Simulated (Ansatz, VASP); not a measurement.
**K: VASP beside Ansatz**

Contents of INCAR:

```
PREC     = Accurate       # precision mode
ENCUT    = 520            # plane-wave cutoff, eV
EDIFF    = 1E-6           # SCF threshold, eV
ISMEAR   = -1             # smearing method
SIGMA    = 0.1            # smearing width, eV
LREAL    = False          # projectors in reciprocal space
LASPH    = True           # aspherical terms in the spheres
NELM     = 60             # most SCF steps
ALGO     = Normal         # electronic algorithm
ISIF     = 2              # what is computed and relaxed
LWAVE    = False          # write WAVECAR
LCHARG   = False          # write CHGCAR
GGA      = B5             # functional
ALDAX    = 1.0          
AGGAX    = 1.0          
AGGAC    = 1.0          
ALDAC    = 0.0          
NBANDS   = 16             # bands
```

File KPOINTS:

```
Automatic mesh
0
Gamma
  9 9 5
```

File POSCAR:

```
K
1.0
    4.6292358455      0.0000000000      0.0000000000
   -2.3146179227      4.0090358423      0.0000000000
    0.0000000000      0.0000000000      7.5278183463
K
2
Direct
    0.3333333333      0.6666666667      0.2500000000
    0.6666666667      0.3333333333      0.7500000000
```

Input for Ansatz:

```yaml
crystal:
  lattice:
    - [4.6292358455, 0.0, 0.0]
    - [-2.3146179227, 4.0090358423, 0.0]
    - [0.0, 0.0, 7.5278183463]
  atoms:
    - { symbol: K, position: [0.3333333333, 0.6666666667, 0.25] }
    - { symbol: K, position: [0.6666666667, 0.3333333333, 0.75] }
hamiltonian:
  xc: blyp
  pseudopotentials:
    kind: paw
    azcp:
      K: "pseudopotentials/K.paw.azcp"
basis:
  ecutwfc: 420
  fft_grid_basis: typed
kpoints:
  mp_grid: { grid: [9, 9, 5], shift: [0, 0, 0] }
magnetization:
  spin_polarized: false
scf:
  occupations: { method: fermi_dirac, width: 0.1 }
  lower_state_search: "off"
output:
  stress: true
  write_density: true
  write_potential: true
  elf: true
  volumetric_format: npy
```

Alike in both runs: task single point; functional BLYP; k mesh 9 × 9 × 5; occupations fermi-dirac, width 0.1 eV; no spin polarisation.

```csv
,VASP,Ansatz
version,VASP 6.6.1,Ansatz 0.2.0
potentials or method,"VASP PAW PBE potentials, release 64 (K_sv), cutoff 520 eV","plane waves (420 eV) with PAW, scalar-relativistic"
valence electrons in the cell,18,18
```

|  | VASP | Ansatz | Ansatz less VASP |
| --- | --- | --- | --- |
| pressure (GPa) | 0.3 | 0.3 | +0.01 |

VASP's potentials were made for PBE, not for BLYP. The functional is the same, so the differences come from potentials, cutoffs and numerics.
